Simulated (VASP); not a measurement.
# Zn2CdN2 in VASP: further runs

Zn2CdN2 is run at these levels: PBE; tasks: single point.

All numbers are computed with VASP 6.6.1; they aren't measurements. Logs are shortened: lines on timing, memory, paths and dates and some standing lists are left out, and cuts for length are marked.

### Step 1. The cell of the first run

Symmetry: P-3m1, No. 164, trigonal system. Conventional cell: a = 3.468 Å, b = 3.468 Å, c = 6.111 Å, α = 90.00°, β = 90.00°, γ = 120.00°. Cd (site symmetry -3m) has 6 N at 2.58 Å and 6 Zn at 2.94 Å within 3.4 Å. Zn (site symmetry 3m) has 4 N at 2.07 to 2.33 Å and 3 Zn at 2.70 Å within 2.7 Å. Within 2.7 Å of N (site symmetry 3m) lie 4 Zn at 2.07 to 2.33 Å and 3 Cd at 2.58 Å.

### Step 2. Single point, PBE

Contents of INCAR:

```
SYSTEM = Zn2CdN2
PREC     = Accurate       ! precision mode
ENCUT    = 520            ! plane-wave cutoff, eV
EDIFF    = 1E-6           ! SCF threshold, eV
ISMEAR   = -1             ! smearing method
SIGMA    = 0.05           ! smearing width, eV
LREAL    = .False.        ! projectors in reciprocal space
LASPH    = .True.         ! aspherical terms in the spheres
NELM     = 100            ! most SCF steps
ALGO     = Normal         ! electronic algorithm
ISIF     = 2              ! what is computed and relaxed
LWAVE    = .False.        ! write WAVECAR
LCHARG   = .False.        ! write CHGCAR
GGA      = PE             ! functional
NBANDS   = 31             ! bands
```

Contents of KPOINTS:

```
regular mesh
0
Gamma
  9 9 5
  0 0 0
```

Contents of POSCAR:

```
Zn2CdN2
1.0
    3.4684690724      0.0000000000      0.0000000000
   -1.7342345362      3.0037823289      0.0000000000
    0.0000000000      0.0000000000      6.1113010189
Cd Zn N
1 2 2
Direct
    0.0000000000      0.0000000000      0.5000000000
    0.3333333333      0.6666666667      0.8518700000
    0.6666666667      0.3333333333      0.1481300000
    0.3333333333      0.6666666667      0.2339370000
    0.6666666667      0.3333333333      0.7660630000
```

Potentials or basis: VASP PAW PBE potentials, release 64 (Cd, Zn, N).

Command:

```
> cat potpaw_PBE.64/Cd/POTCAR potpaw_PBE.64/Zn/POTCAR potpaw_PBE.64/N/POTCAR > POTCAR
> mpirun -np 1 vasp_std > vasp.out
```

OUTCAR:

```text
SYSTEM = Zn2CdN2
   PREC = Accurate
   ENCUT = 520
   EDIFF = 1E-6
   ISMEAR = -1
   LREAL = .False.
   LASPH = .True.
   NELM = 100
   ISIF = 2
   GGA = PE

 ion  position               nearest neighbor table
   1  0.000  0.000  0.500-   4 2.58   5 2.58   4 2.58   5 2.58   5 2.58   4 2.58   2 2.94   3 2.94
                             2 2.94   3 2.94   2 2.94   3 2.94
   2  0.333  0.667  0.852-   5 2.07   5 2.07   5 2.07   4 2.33   3 2.70   3 2.70   3 2.70   1 2.94
                             1 2.94   1 2.94
   3  0.667  0.333  0.148-   4 2.07   4 2.07   4 2.07   5 2.33   2 2.70   2 2.70   2 2.70   1 2.94
                             1 2.94   1 2.94
   4  0.333  0.667  0.234-   3 2.07   3 2.07   3 2.07   2 2.33   1 2.58   1 2.58   1 2.58
   5  0.667  0.333  0.766-   2 2.07   2 2.07   2 2.07   3 2.33   1 2.58   1 2.58   1 2.58

  LATTYP: Found a hexagonal cell.
 ALAT       =     3.4684690724
 C/A-ratio  =     1.7619592077

  Lattice vectors:

 A1 = (   3.4684690724,   0.0000000000,   0.0000000000)
 A2 = (  -1.7342345362,   3.0037823289,   0.0000000000)
 A3 = (   0.0000000000,   0.0000000000,   6.1113010189)

Analysis of symmetry for initial positions (statically):
=====================================================================
 Subroutine PRICEL returns:
 Original cell was already a primitive cell.

 Routine SETGRP: Setting up the symmetry group for a
 hexagonal supercell.

 Subroutine GETGRP returns: Found 12 space group operations
 (whereof 12 operations were pure point group operations)
 out of a pool of 24 trial point group operations.

The static configuration has the point symmetry D_3d.

Analysis of symmetry for dynamics (positions and initial velocities):
=====================================================================
 Subroutine PRICEL returns:
 Original cell was already a primitive cell.

 Routine SETGRP: Setting up the symmetry group for a
 hexagonal supercell.

 Subroutine GETGRP returns: Found 12 space group operations
 (whereof 12 operations were pure point group operations)
 out of a pool of 24 trial point group operations.

The dynamic configuration has the point symmetry D_3d.

 Subroutine INISYM returns: Found 12 space group operations
 (whereof 12 operations are pure point group operations),
 and found     1 'primitive' translations

----------------------------------------------------------------------------------------

                                     Primitive cell

  volume of cell :      63.6707

  direct lattice vectors                    reciprocal lattice vectors
     3.468469072  0.000000000  0.000000000     0.288311638  0.166456802  0.000000000
    -1.734234536  3.003782329  0.000000000     0.000000000  0.332913604  0.000000000
     0.000000000  0.000000000  6.111301019     0.000000000  0.000000000  0.163631279

  length of vectors
     3.468469072  3.468469072  6.111301019     0.332913604  0.332913604  0.163631279

  position of ions in fractional coordinates (direct lattice)
     0.000000000  0.000000000  0.500000000
     0.333333333  0.666666667  0.851870000
     0.666666667  0.333333333  0.148130000
     0.333333333  0.666666667  0.233937000
     0.666666667  0.333333333  0.766063000

  ion indices of the primitive-cell ions
   primitive index   ion index
                 1           1
                 2           2
                 3           3
                 4           4
                 5           5

----------------------------------------------------------------------------------------

 KPOINTS: regular mesh

Automatic generation of k-mesh.
 Grid dimensions read from file:
 generate k-points for:    9    9    5

 Generating k-lattice:

  Cartesian coordinates                     Fractional coordinates (reciprocal lattice)
     0.032034626  0.018495200  0.000000000     0.111111111 -0.000000000  0.000000000
     0.000000000  0.036990400  0.000000000     0.000000000  0.111111111  0.000000000
     0.000000000  0.000000000  0.032726256     0.000000000  0.000000000  0.200000000

  Length of vectors
     0.036990400  0.036990400  0.032726256

  Shift w.r.t. Gamma in fractional coordinates (k-lattice)
     0.000000000  0.000000000  0.000000000

 Subroutine IBZKPT returns following result:
 ===========================================

 Found     50 irreducible k-points:

 Following reciprocal coordinates:
            Coordinates               Weight
  0.000000  0.000000  0.000000      1.000000
  0.111111  0.000000  0.000000      6.000000
  0.222222  0.000000  0.000000      6.000000
  0.333333 -0.000000  0.000000      6.000000
  0.444444  0.000000  0.000000      6.000000
  0.111111  0.111111  0.000000      6.000000
[... 16 lines left out ...]
  0.222222  0.111111  0.200000     12.000000
 -0.111111  0.333333  0.200000     12.000000
 [... further k-points ...]
   k-points           NKPTS =     50   k-points in BZ     NKDIM =     50   number of bands    NBANDS=     31
   number of dos      NEDOS =    301   number of ions     NIONS =      5
   total plane-waves  NPLWV =  37632
   dimension x,y,z NGX =    28 NGY =   28 NGZ =   48
   dimension x,y,z NGXF=    56 NGYF=   56 NGZF=   96
   ions per type =               1   2   2
   NGX,Y,Z   is equivalent  to a cutoff of  13.42, 13.42, 13.06 a.u.
   NGXF,Y,Z  is equivalent  to a cutoff of  26.84, 26.84, 26.11 a.u.
 SYSTEM =  Zn2CdN2
   PREC   = accura    normal or accurate (medium, high low for compatibility)
   ISTART =      0    job   : 0-new  1-cont  2-samecut
   ICHARG =      2    charge: 1-file 2-atom 10-const
   ISPIN  =      1    spin polarized calculation?
   LNONCOLLINEAR =      F non collinear calculations
   LSORBIT =      F    spin-orbit coupling
   LASPH  =      T    aspherical Exc in radial PAW
   ENCUT  =  520.0 eV  38.22 Ry    6.18 a.u.   6.45  6.45 11.36*2*pi/ulx,y,z
   NELM   =    100;   NELMIN=  2; NELMDL= -5     # of ELM steps
   EDIFF  = 0.1E-05   stopping-criterion for ELM
   LREAL  =      F    real-space projection
   EDIFFG = 0.1E-04   stopping-criterion for IOM
   NSW    =      0    number of steps for IOM
   IBRION =     -1    ionic relax: 0-MD 1-quasi-New 2-CG
   NFREE  =      0    steps in history (QN), initial steepest desc. (CG)
   ISIF   =      2    stress and relaxation
   ISYM   =      2    0-nonsym 1-usesym 2-fastsym
   POTIM  = 0.5000    time-step for ionic-motion
   TEBEG  =    0.0;   TEEND  =   0.0 temperature during run
   PSTRESS=    0.0 pullay stress
   NELECT =      46.0000    total number of electrons
   NUPDOWN=      -1.0000    fix difference up-down
   EMIN   =  10.00;   EMAX   =-10.00  energy-range for DOS
   EFERMI =   0.00;   METHOD = LEGACY
   ISMEAR =    -1;   SIGMA  =   0.05  broadening in eV -4-tet -1-fermi 0-gaus
   EFERMI_NEDOS =   21; number of points for ismear=-14 and -15
   IALGO  =     38    algorithm
   IMIX   =      4    mixing-type and parameters
     AMIX     =   0.40;   BMIX     =  1.00
     AMIX_MAG =   1.60;   BMIX_MAG =  1.00
  volume/ion in A,a.u.               =      12.73        85.93
  Fermi-wavevector in a.u.,A,eV,Ry     =   1.468974  2.775958 29.359804  2.157885
  Thomas-Fermi vector in A             =   2.584407
   LORBIT       =      0    0 simple, 1 ext, 2 COOP (PROOUT), +10 PAW based schemes
   GGA     = PE    functional components
   LHFCALC =     F    Hartree Fock is set to
   AEXX    =    0.0000 exact exchange contribution
   IVDW    =     0    specifies the selected vdW correction
   LEPSILON=     F    determine dielectric tensor
   LRPA    =     F    only Hartree local field effects (RPA)
 non-spin polarized calculation
  energy-cutoff  :      520.00
  volume of cell :       63.67
 maximum number of plane-waves:      1744
 NGX is ok and might be reduce to    28
   NGX = 13   NGY = 13   NGZ = 23

 number of electron      46.0000004 magnetization

 Free energy of the ion-electron system (eV)
  ---------------------------------------------------
  ext. energy  EPLUGINS =         0.00000000
  ---------------------------------------------------
  free energy    TOTEN  =       -18.04905180 eV

  energy without entropy =      -18.04803105  energy(sigma->0) =      -18.04854142

 E-fermi :   3.1053     XC(G=0): -11.6192

 val. band max:        3.0320635276   @ k =   0.0000   0.0000   0.4000
 cond. band min:       3.2537038405   @ k =   0.0000   0.0000   0.2000
 fundamental gap:      0.2216403129
 Fermi energy:         3.1052561691

 k-point     1 :       0.0000    0.0000    0.0000
  band No.  band energies     occupation
      1     -11.8032      2.00000
      2     -10.8092      2.00000
      3      -5.4820      2.00000
      4      -5.3134      2.00000
      5      -5.3134      2.00000
      6      -5.1190      2.00000
[... 23 lines left out ...]
     30      12.9499      0.00000
     31      12.9499      0.00000

 k-point     2 :       0.1111    0.0000    0.0000
  band No.  band energies     occupation
      1     -11.6948      2.00000
      2     -10.7648      2.00000
      3      -5.4333      2.00000
      4      -5.3181      2.00000
      5      -5.2609      2.00000
      6      -5.1410      2.00000
[... 23 lines left out ...]
     30      12.2441      0.00000
     31      13.1102      0.00000

 k-point     3 :       0.2222    0.0000    0.0000
  band No.  band energies     occupation
      1     -11.3995      2.00000
      2     -10.6542      2.00000
      3      -5.4225      2.00000
      4      -5.2949      2.00000
      5      -5.1946      2.00000
      6      -5.1494      2.00000
[... 23 lines left out ...]
     30      12.5204      0.00000
     31      12.9003      0.00000

 k-point     4 :       0.3333   -0.0000    0.0000
  band No.  band energies     occupation
      1     -11.0110      2.00000
      2     -10.5399      2.00000
      3      -5.5102      2.00000
      4      -5.3302      2.00000
      5      -5.2420      2.00000
      6      -5.0667      2.00000
[... 635 lines left out ...]
     30      11.9376      0.00000
     31      13.0124      0.00000

 k-point    23 :       0.2222    0.1111    0.2000
  band No.  band energies     occupation
      1     -11.1214      2.00000
      2     -10.5969      2.00000
      3      -5.4514      2.00000
      4      -5.3300      2.00000
      5      -5.2064      2.00000
      6      -5.1617      2.00000
[... 23 lines left out ...]
     30      11.3345      0.00000
     31      13.0545      0.00000

 k-point    24 :      -0.1111    0.3333    0.2000
  band No.  band energies     occupation
      1     -11.0989      2.00000
      2     -10.6286      2.00000
      3      -5.4322      2.00000
      4      -5.3205      2.00000
      5      -5.2196      2.00000
      6      -5.1293      2.00000
[... 23 lines left out ...]
     30      11.2792      0.00000
     31      12.9475      0.00000

 [... further k-points ...]

------------------------ aborting loop because EDIFF is reached ----------------------------------------

  FORCE on cell =-STRESS in cart. coord.  units (eV):
  Direction    XX          YY          ZZ          XY          YZ          ZX
  --------------------------------------------------------------------------------------
  -------------------------------------------------------------------------------------
  Total       -0.0792944     -0.0792944     -0.0791212      0.0000000      0.0000000      0.0000000
  in kB       -1.9953227     -1.9953227     -1.9909634      0.0000000      0.0000000      0.0000000
  external PRESSURE =      -1.9938696 kB  Pullay stress =       0.0000000 kB

 VOLUME and BASIS-vectors are now :
 -----------------------------------------------------------------------------
  energy-cutoff  :      520.00
  volume of cell :       63.67
      direct lattice vectors                 reciprocal lattice vectors
     3.468469072  0.000000000  0.000000000     0.288311638  0.166456802  0.000000000
    -1.734234536  3.003782329  0.000000000     0.000000000  0.332913604  0.000000000
     0.000000000  0.000000000  6.111301019     0.000000000  0.000000000  0.163631279

 POSITION                                       TOTAL-FORCE (eV/Angst)
 -----------------------------------------------------------------------------------
      0.00000      0.00000      3.05565         0.000000      0.000000      0.000000
     -0.00000      2.00252      5.20603        -0.000000      0.000000     -0.008334
      1.73423      1.00126      0.90527         0.000000      0.000000      0.008334
     -0.00000      2.00252      1.42966        -0.000000      0.000000     -0.008985
      1.73423      1.00126      4.68164         0.000000     -0.000000      0.008985
 -----------------------------------------------------------------------------------
    total drift:                                0.000000     -0.000000      0.000000

  FREE ENERGIE OF THE ION-ELECTRON SYSTEM (eV)
  ---------------------------------------------------
  free  energy   TOTEN  =       -18.0490518007 eV

  energy  without entropy=      -18.0480310457  energy(sigma->0) =      -18.04854142
```

It took 92 s on 1 thread of Oxide Virtual Turin-like, shared host; peak memory 0.21 GiB.

Results:

```
Free energy            : -18.0491 eV
Pressure               : -0.2 GPa
Largest force          : 0.009 eV/Å
Band gap on the k mesh : zero (band 23 reaches 3.03 eV, above the bottom of band 24 at 2.82 eV)
```

Forces in eV/Å, atoms in the order of the input:
```
Cd   0.000  0.000  0.000
Zn   0.000  0.000 -0.008
Zn   0.000  0.000  0.008
N    0.000  0.000 -0.009
N    0.000  0.000  0.009
```

Levels at points of the mesh, in eV from the Fermi level:
| k point | band 20 | band 21 | band 22 | band 23 | band 24 | band 25 | band 26 | band 27 |
| --- | --- | --- | --- | --- | --- | --- | --- | --- |
| (0.00, 0.00, 0.00) | -0.69 | -0.50 | -0.50 | -0.28 | -0.28 | 2.14 | 5.50 | 8.45 |

### Step 3. Single point, PBE (atoms moved at random)

Contents of INCAR:

```
PREC = Accurate
ENCUT = 520
EDIFF = 1E-6
ISMEAR = -1
SIGMA = 0.05
LREAL = False
LASPH = True
NELM = 60
ALGO = Normal
ISIF = 2
LWAVE = False
LCHARG = False
GGA = PE
NBANDS = 31
```

Contents of KPOINTS:

```
regular mesh
0
Gamma
  9 9 5
```

Contents of POSCAR:

```
Zn2CdN2
1.0
    3.4684690724      0.0000000000      0.0000000000
   -1.7342345362      3.0037823289      0.0000000000
    0.0000000000      0.0000000000      6.1113010189
Cd Zn N
1 2 2
Direct
    0.0069580000      0.0128630000      0.5065710000
    0.3435350000      0.6892100000      0.8470550000
    0.6719150000      0.3497690000      0.1501960000
    0.3276100000      0.6495200000      0.2428230000
    0.6539460000      0.3109440000      0.7666530000
```

Potentials or basis: VASP PAW PBE potentials, release 64 (Cd, Zn, N).

Command:

```
> cat potpaw_PBE.64/Cd/POTCAR potpaw_PBE.64/Zn/POTCAR potpaw_PBE.64/N/POTCAR > POTCAR
> mpirun -np 1 vasp_std > vasp.out
```

Wall time 3.9 min (1 thread of Oxide Virtual Turin-like, shared host); peak memory 0.44 GiB.

It converged, with:

- Free energy: -17.9479 eV
- Pressure: 0.6 GPa
- Largest force: 1.151 eV/Å
- Band gap on the k mesh: zero (band 23 reaches 3.05 eV, above the bottom of band 24 at 2.93 eV)

Forces in eV/Å, atoms in the order of the input:
```
Cd  -0.018  0.038 -0.390
Zn   0.000 -1.075  0.411
Zn   0.158 -0.375  0.037
N   -0.149  0.380 -0.132
N    0.010  1.032  0.074
```

Stress tensor (GPa, compression positive):
```
-0.63 -0.35 -0.28
-0.35  2.02 -0.87
-0.28 -0.87  0.29
```

Levels at points of the mesh, in eV from the Fermi level:
```csv
k point,band 21,band 22,band 23,band 24,band 25,band 26
"(0.00, 0.00, 0.00)",-0.70,-0.49,-0.30,-0.18,2.09,5.44
```

Caveat: the cell differs from its parent crystal (atoms moved at random); forces of over 1 eV/Å act on the atoms, so gaps and moduli don't describe the material at rest.
